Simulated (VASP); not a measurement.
Write the native input for VASP 6.6.1 that does the following.

- Task: single point
- Functional: LDA
- Potentials or basis: VASP PAW LDA potentials, release 64 (Cs_sv, Ag, Bi_d, Br)
- Cutoff: 520 eV
- k mesh: 4 × 4 × 4
- Occupations: gaussian, width 0.02 eV
- Spin: no spin polarisation
- Dipole correction: no
- k mesh for the DOS: 6 × 6 × 6
- Occupations for the DOS: tetrahedron
- Further INCAR settings: ALGO = Normal; EDIFF = 1e-06

Cs2AgBiBr6:

```
CELL_PARAMETERS angstrom
0.00000 5.74201 5.74201
5.74201 0.00000 5.74201
5.74201 5.74201 0.00000
ATOMIC_POSITIONS crystal
Cs 0.25000 0.25000 0.25000
Cs 0.75000 0.75000 0.75000
Ag 0.50000 0.50000 0.50000
Bi 0.00000 0.00000 0.00000
Br 0.25131 0.74869 0.25131
Br 0.25131 0.74869 0.74869
Br 0.74869 0.25131 0.74869
Br 0.74869 0.25131 0.25131
Br 0.25131 0.25131 0.74869
Br 0.74869 0.74869 0.25131
```

One way to write it, as run:

POSCAR

```
Cs2AgBiBr6
1.0
    0.0000000000      5.7420113531      5.7420113531
    5.7420113531      0.0000000000      5.7420113531
    5.7420113531      5.7420113531      0.0000000000
Cs Ag Bi Br
2 1 1 6
Direct
    0.2500000000      0.2500000000      0.2500000000
    0.7500000000      0.7500000000      0.7500000000
    0.5000000000      0.5000000000      0.5000000000
    0.0000000000      0.0000000000      0.0000000000
    0.2513063765      0.7486936235      0.2513063765
    0.2513063765      0.7486936235      0.7486936235
    0.7486936235      0.2513063765      0.7486936235
    0.7486936235      0.2513063765      0.2513063765
    0.2513063765      0.2513063765      0.7486936235
    0.7486936235      0.7486936235      0.2513063765
```

INCAR.step1

```
SYSTEM = Cs2AgBiBr6
  ALGO = Normal
  EDIFF = 1E-6
  ENCUT = 520
  GGA = CA
  ISIF = 2
  ISMEAR = 0
  LASPH = .True.
  LCHARG = .True.
  LMAXMIX = 4
  LREAL = .False.
  LWAVE = .False.
  NBANDS = 54
  NELM = 100
  PREC = Accurate
  SIGMA = 0.02
```

KPOINTS.step1

```
k-points
0
Gamma
  4 4 4
  0 0 0
```

INCAR.step2

```
SYSTEM = Cs2AgBiBr6
  ALGO = Normal
  EDIFF = 1E-6
  ENCUT = 520
  GGA = CA
  ICHARG = 11
  ISIF = 2
  ISMEAR = -5
  LASPH = .True.
  LCHARG = .False.
  LMAXMIX = 4
  LORBIT = 11
  LREAL = .False.
  LWAVE = .False.
  NEDOS = 2001
  NELM = 100
  PREC = Accurate
  SIGMA = 0.02
```

KPOINTS.step2

```
k-points
0
Gamma
  6 6 6
  0 0 0
```

Potentials or basis: VASP PAW LDA potentials, release 64 (Cs_sv, Ag, Bi_d, Br).

Launch:

```bash
$ cat potpaw_LDA.64/Cs_sv/POTCAR potpaw_LDA.64/Ag/POTCAR potpaw_LDA.64/Bi_d/POTCAR potpaw_LDA.64/Br/POTCAR > POTCAR
$ cp INCAR.step1 INCAR
$ cp KPOINTS.step1 KPOINTS
$ mpirun -np 1 vasp_std > vasp.out
$ cp INCAR.step2 INCAR
$ cp KPOINTS.step2 KPOINTS
$ mpirun -np 1 vasp_std > vasp.out
```

It gave:

* Valence electrons inside the program's atomic spheres: Cs 6.52; Ag 9.69; Bi 12.55; Br 4.83

Wall time 4.9 min on 1 thread of Intel(R) Xeon(R) Platinum 8488C (Sapphire Rapids), on a shared host, peak memory 0.53 GiB.
